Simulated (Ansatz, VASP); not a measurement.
**SiSe4: VASP beside Ansatz**

```xyz
5
Lattice="4.8231 0.0000 0.0000 0.0000 4.8231 0.0000 0.0000 0.0000 4.8231" Properties=species:S:1:pos:R:3 pbc="T T T"
Si    0.0000    0.0000    0.0000
Se    2.4116    0.0000    0.0000
Se    0.0000    2.4116    0.0000
Se    0.0000    0.0000    2.4116
Se    2.4116    2.4116    2.4116
```

Change from the starting cell: species swapped into the Co4N type (Pm-3m, No. 221).

Alike in both runs: functional PBE; k mesh 8 × 8 × 8; occupations gaussian, width 0.1 eV; no spin polarisation.

Ansatz relaxed the structure, and its values are those at the end. VASP's run is a single point on that final structure, the one shown.

```csv
,VASP,Ansatz
version,VASP 6.6.1,Ansatz 0.2.0
potentials or method,"VASP PAW PBE potentials, release 64 (Si, Se), cutoff 520 eV","scalar-relativistic, plane waves, PAW"
valence electrons in the cell,28,68
```

|  | VASP | Ansatz | Ansatz less VASP |
| --- | --- | --- | --- |
| gap on the k mesh at the Fermi level (eV) | none | none | - |
| pressure (GPa) | 0.1 | 0.0 | -0.06 |

A gap of «none» marks a metal or a gap that the smearing closes. VASP's potentials hold 28 valence electrons a cell and Ansatz's 68, so a difference there can come from the potentials and not from the codes.
